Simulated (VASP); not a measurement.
# Hf in VASP: single point with LDA

Aim: the single point of Hf with LDA.

Everything below comes from runs of VASP 6.6.1. Logs are shortened: lines on timing, memory, paths and dates and some standing lists are left out, and cuts for length are marked.

## (1) The cell of the first run

The cell holds a slab with vacuum, 4 atoms: a = 3.117 Å, b = 3.117 Å, c = 23.424 Å, α = 90.00°, β = 90.00°, γ = 120.00°.

## (2) Single point, LDA

POSCAR

```
Hf
1.0
    3.1173710845      0.0000000000      0.0000000000
   -1.5586855422      2.6997225522      0.0000000000
    0.0000000000      0.0000000000     23.4244000000
Hf
4
Direct
    0.8333333330      0.1666666670      0.3415248362
    0.1666666670      0.8333333330      0.4471749456
    0.8333333330      0.1666666670      0.5528250544
    0.1666666670      0.8333333330      0.6584751638
```

INCAR.step1

```
SYSTEM = Hf
PREC = Accurate ; ENCUT = 520
EDIFF = 1E-6 ; ISMEAR = -1
SIGMA = 0.1 ; LREAL = .False.
LASPH = .True. ; NELM = 80
ALGO = Normal ; ISIF = 2
LWAVE = .False. ; LCHARG = .True.
LMAXMIX = 4 ; LDIPOL = .True.
IDIPOL = 3 ; DIPOL = 0.5 0.5 0.500
NBANDS = 28
```

KPOINTS.step1

```
Automatic mesh
0
Gamma
  15 15 1
  0 0 0
```

INCAR.step2

```
SYSTEM = Hf
PREC = Accurate ; ENCUT = 520
EDIFF = 1E-6 ; ISMEAR = -5
SIGMA = 0.1 ; LREAL = .False.
LASPH = .True. ; NELM = 80
ALGO = Normal ; ISIF = 2
LWAVE = .False. ; LCHARG = .False.
LMAXMIX = 4 ; LDIPOL = .True.
IDIPOL = 3 ; DIPOL = 0.5 0.5 0.500
LORBIT = 11 ; NEDOS = 1001
ICHARG = 11
```

KPOINTS.step2

```
Automatic mesh
0
Gamma
  23 23 1
  0 0 0
```

Potentials or basis: VASP PAW LDA potentials, release 64 (Hf_pv).

Run with:

```
> cat potpaw_LDA.64/Hf_pv/POTCAR > POTCAR
> cp INCAR.step1 INCAR
> cp KPOINTS.step1 KPOINTS
> mpirun -np 1 vasp_std > vasp.out
> cp INCAR.step2 INCAR
> cp KPOINTS.step2 KPOINTS
> mpirun -np 1 vasp_std > vasp.out
```

OUTCAR:

```text
SYSTEM = Hf
   PREC = Accurate
   ENCUT = 520
   EDIFF = 1E-6
   ISMEAR = -5
   LREAL = .False.
   LASPH = .True.
   NELM = 80
   ISIF = 2
   LORBIT = 11
   ICHARG = 11

 ion  position               nearest neighbor table
   1  0.833  0.167  0.342-   2 3.06   2 3.06   2 3.06
   2  0.167  0.833  0.447-   3 3.06   3 3.06   3 3.06   1 3.06   1 3.06   1 3.06
   3  0.833  0.167  0.553-   2 3.06   2 3.06   2 3.06   4 3.06   4 3.06   4 3.06
   4  0.167  0.833  0.658-   3 3.06   3 3.06   3 3.06

  LATTYP: Found a hexagonal cell.
 ALAT       =     3.1173710845
 C/A-ratio  =     7.5141519457

  Lattice vectors:

 A1 = (   3.1173710845,   0.0000000000,   0.0000000000)
 A2 = (  -1.5586855422,   2.6997225522,   0.0000000000)
 A3 = (   0.0000000000,   0.0000000000,  23.4244000000)

Analysis of symmetry for initial positions (statically):
=====================================================================
 Subroutine PRICEL returns:
 Original cell was already a primitive cell.

 Routine SETGRP: Setting up the symmetry group for a
 hexagonal supercell.

 Subroutine GETGRP returns: Found 12 space group operations
 (whereof  4 operations were pure point group operations)
 out of a pool of 24 trial point group operations.

The static configuration has the point symmetry C_2h.
 The point group associated with its full space group is D_3d.

Analysis of symmetry for dynamics (positions and initial velocities):
=====================================================================
 Subroutine PRICEL returns:
 Original cell was already a primitive cell.

 Routine SETGRP: Setting up the symmetry group for a
 hexagonal supercell.

 Subroutine GETGRP returns: Found 12 space group operations
 (whereof  4 operations were pure point group operations)
 out of a pool of 24 trial point group operations.

The dynamic configuration has the point symmetry C_2h.
 The point group associated with its full space group is D_3d.

 Subroutine INISYM returns: Found 12 space group operations
 (whereof  4 operations are pure point group operations),
 and found     1 'primitive' translations

----------------------------------------------------------------------------------------

                                     Primitive cell

  volume of cell :     197.1406

  direct lattice vectors                    reciprocal lattice vectors
     3.117371084  0.000000000  0.000000000     0.320783113  0.185204216  0.000000000
    -1.558685542  2.699722552  0.000000000     0.000000000  0.370408433  0.000000000
[... 107 lines left out ...]
   EFERMI_NEDOS =   21; number of points for ismear=-14 and -15
   IALGO  =     38    algorithm
   IMIX   =      4    mixing-type and parameters
     AMIX     =   0.40;   BMIX     =  1.00
     AMIX_MAG =   1.60;   BMIX_MAG =  1.00
  volume/ion in A,a.u.               =      49.29       332.59
  Fermi-wavevector in a.u.,A,eV,Ry     =   0.961988  1.817893 12.591104  0.925420
  Thomas-Fermi vector in A             =   2.091407
   LORBIT       =     11    0 simple, 1 ext, 2 COOP (PROOUT), +10 PAW based schemes
   GGA     = CA    functional components
   LHFCALC =     F    Hartree Fock is set to
   AEXX    =    0.0000 exact exchange contribution
   IVDW    =     0    specifies the selected vdW correction
   LEPSILON=     F    determine dielectric tensor
   LRPA    =     F    only Hartree local field effects (RPA)
 non-spin polarized calculation
 Fermi weights with tetrahedron method with Bloechl corrections
  energy-cutoff  :      520.00
  volume of cell :      197.14
 maximum number of plane-waves:      5344
 NGX is ok and might be reduce to    24

 number of electron      39.9999994 magnetization

 dipolmoment           0.000000      0.000000      0.000000 electrons x Angstroem

 Free energy of the ion-electron system (eV)
  ---------------------------------------------------
  ext. energy  EPLUGINS =         0.00000000
  ---------------------------------------------------
  free energy    TOTEN  =       -40.59395769 eV

  energy without entropy =      -40.59395769  energy(sigma->0) =      -40.59395769

 E-fermi :  -0.3171     XC(G=0):  -5.9320

 val. band max:       -0.3202188259   @ k =   0.3043   0.0870   0.0000
 cond. band min:      -0.3077691372   @ k =   0.0435   0.0000   0.0000
 fundamental gap:      0.0124496886
 Fermi energy:        -0.3170994491

 k-point     1 :       0.0000    0.0000    0.0000
  band No.  band energies     occupation
      1     -31.1554      2.00000
      2     -31.0615      2.00000
      3     -30.5848      2.00000
      4     -30.4606      2.00000
      5     -30.4606      2.00000
      6     -30.4600      2.00000
[... 637 lines left out ...]
     23       0.7448      0.00000
     24       1.1939      0.00000

 [... further k-points ...]

------------------------ aborting loop because EDIFF is reached ----------------------------------------

 vacuum level on the upper side and lower side of the slab       (xc-potential included)        -0.116        -0.116

  FORCE on cell =-STRESS in cart. coord.  units (eV):
  Direction    XX          YY          ZZ          XY          YZ          ZX
  --------------------------------------------------------------------------------------
  -------------------------------------------------------------------------------------
  Total       -2.5748561     -2.5748561     -2.6679531     -0.0000000      0.0000000      0.0000000
  in kB      -20.9260584    -20.9260584    -21.6826653     -0.0000000      0.0000000      0.0000000
  external PRESSURE =     -21.1782607 kB  Pullay stress =       0.0000000 kB

 VOLUME and BASIS-vectors are now :
 -----------------------------------------------------------------------------
  energy-cutoff  :      520.00
  volume of cell :      197.14
      direct lattice vectors                 reciprocal lattice vectors
     3.117371084  0.000000000  0.000000000     0.320783113  0.185204216  0.000000000
    -1.558685542  2.699722552  0.000000000     0.000000000  0.370408433  0.000000000
     0.000000000  0.000000000 23.424400000     0.000000000  0.000000000  0.042690528

 POSITION                                       TOTAL-FORCE (eV/Angst)
 -----------------------------------------------------------------------------------
      2.33803      0.44995      8.00001        -0.000000     -0.000000      0.679349
     -0.77934      2.24977     10.47480        -0.000000      0.000000     -0.868274
      2.33803      0.44995     12.94960         0.000000     -0.000000      0.868274
     -0.77934      2.24977     15.42439         0.000000      0.000000     -0.679349
 -----------------------------------------------------------------------------------
    total drift:                               -0.000002      0.000001     -0.000000

  FREE ENERGIE OF THE ION-ELECTRON SYSTEM (eV)
  ---------------------------------------------------
  free  energy   TOTEN  =       -40.5939576923 eV

  energy  without entropy=      -40.5939576923  energy(sigma->0) =      -40.59395769

 vacuum level on the upper side and lower side of the slab         4.201         4.201

 total charge

# of ion       s       p       d       tot
------------------------------------------
    1        0.427   6.272   1.592   8.291
    2        0.413   6.412   1.677   8.502
    3        0.413   6.412   1.677   8.502
    4        0.427   6.272   1.592   8.291
--------------------------------------------------
tot          1.680  25.367   6.539  33.586
```

OUTCAR.step1:

```text
SYSTEM = Hf
   PREC = Accurate
   ENCUT = 520
   EDIFF = 1E-6
   ISMEAR = -1
   LREAL = .False.
   LASPH = .True.
   NELM = 80
   ISIF = 2
[... 979 lines left out ...]
      2.33803      0.44995     12.94960        -0.000000     -0.000000      0.863325
     -0.77934      2.24977     15.42439         0.000000      0.000000     -0.611385
 -----------------------------------------------------------------------------------
    total drift:                               -0.000002      0.000001     -0.000000

  FREE ENERGIE OF THE ION-ELECTRON SYSTEM (eV)
  ---------------------------------------------------
  free  energy   TOTEN  =       -40.6975004585 eV

  energy  without entropy=      -40.5053931142  energy(sigma->0) =      -40.60144679

 vacuum level on the upper side and lower side of the slab         4.201         4.201
```

OSZICAR.step1:

```text
N       E                     dE             d eps       ncg     rms          rms(c)
DAV:   1     0.131223366646E+03    0.13122E+03   -0.22784E+04  2000   0.122E+03
DAV:   2    -0.350045390015E+02   -0.16623E+03   -0.16250E+03  1872   0.272E+02
DAV:   3    -0.436603102652E+02   -0.86558E+01   -0.83002E+01  1880   0.436E+01
[... 22 lines left out ...]
DAV:  26    -0.406974882559E+02   -0.91160E-05   -0.22463E-06  1156   0.360E-03    0.606E-03
DAV:  27    -0.406974951013E+02   -0.68454E-05   -0.58979E-07  1072   0.193E-03    0.746E-03
DAV:  28    -0.406974967850E+02   -0.16836E-05   -0.17865E-07   940   0.216E-03    0.238E-03
DAV:  29    -0.406974991767E+02   -0.23917E-05   -0.15273E-07  1024   0.165E-03    0.161E-03
DAV:  30    -0.406975003560E+02   -0.11793E-05   -0.58831E-08   976   0.868E-04    0.177E-03
DAV:  31    -0.406975004585E+02   -0.10247E-06   -0.13151E-08   924   0.462E-04
   1 F= -.40697500E+02 E0= -.40601447E+02  d E =-.192107E+00
```

It took 6.2 min on 1 thread of AMD EPYC 7R13 (Zen 3), shared host; peak memory 0.31 GiB.

Results:

| Item | Value |
| --- | --- |
| Valence electrons inside the program's atomic spheres | Hf 8.29, 8.50 (each value once) |

Caveat: spin-orbit coupling is left out, which moves the levels of the heavy elements.
